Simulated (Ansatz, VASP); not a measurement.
## Two plane-wave programs on ZnAu

POSCAR

```
ZnAu
1.0
    3.1470000000      0.0000000000      0.0000000000
    0.0000000000      3.1470000000      0.0000000000
    0.0000000000      0.0000000000      3.1470000000
Au Zn
1 1
Direct
    0.0000000000      0.0000000000      0.0000000000
    0.5000000000      0.5000000000      0.5000000000
```

Contents of INCAR.step1:

```
PREC = Accurate
ENCUT = 520
ISMEAR = -1
SIGMA = 0.05
LREAL = False
LASPH = True
NELM = 60
NBANDS = 18
GGA = PE
ALGO = Normal
EDIFF = 1E-4
LWAVE = True
LCHARG = False
```

Contents of INCAR.step2:

```
PREC = Accurate
ENCUT = 520
EDIFF = 1E-6
ISMEAR = -1
SIGMA = 0.05
LREAL = False
LASPH = True
NELM = 60
ALGO = Normal
ISIF = 2
LWAVE = False
LCHARG = False
METAGGA = R2SCAN
LMIXTAU = True
NBANDS = 18
ISTART = 1
```

KPOINTS

```
Automatic mesh
0
Gamma
  5 5 5
```

input.yaml

```yaml
crystal:
  lattice:
    - [3.147, 0.0, 0.0]
    - [0.0, 3.147, 0.0]
    - [0.0, 0.0, 3.147]
  atoms:
    - { symbol: Au, position: [0.0, 0.0, 0.0] }
    - { symbol: Zn, position: [0.5, 0.5, 0.5] }
hamiltonian:
  xc: r2scan
  pseudopotentials: { kind: paw }
kpoints:
  mp_grid: { grid: [5, 5, 5] }
  band_path:
    path:
      - [[0.0, 0.0, 0.0], [0.0, 0.5, 0.0], [0.5, 0.5, 0.0], [0.0, 0.0, 0.0], [0.5, 0.5, 0.5], [0.0, 0.5, 0.0]]
      - [[0.5, 0.5, 0.0], [0.5, 0.5, 0.5]]
    npoints: 14
scf:
  occupations: { method: fermi_dirac, width: 0.05 }
  n_extra_bands: 6
output:
  forces: true
  stress: true
  eigenvalues: true
  fatbands: false
```

Alike in both runs: functional r2SCAN; k mesh 5 × 5 × 5; occupations fermi-dirac, width 0.05 eV; no spin polarisation.

|  | VASP | Ansatz |
| --- | --- | --- |
| version | VASP 6.6.1 | Ansatz 0.2.0 |
| potentials or method | VASP PAW PBE potentials, release 64 (Au, Zn) | Ansatz PAW |
| plane-wave cutoff (eV) | 520 | 500 |
| valence electrons in the cell | 23 | 31 |
| task | single point | band structure |

```csv
,VASP,Ansatz,Ansatz less VASP
gap on the k mesh at the Fermi level (eV),none,none,-
pressure (GPa),1.2,0.9,-0.34
```

VASP's potentials were made for PBE, not for r2SCAN. A gap of «none» marks a metal or a gap that the smearing closes. With one functional, cell and mesh, what is left measures potentials, basis and numerics. VASP's potentials hold 23 valence electrons a cell and Ansatz's 31, so a difference there can come from the potentials and not from the codes.

The k mesh is coarse, so the values compare programs but aren't converged. Neither program's run includes spin-orbit coupling.
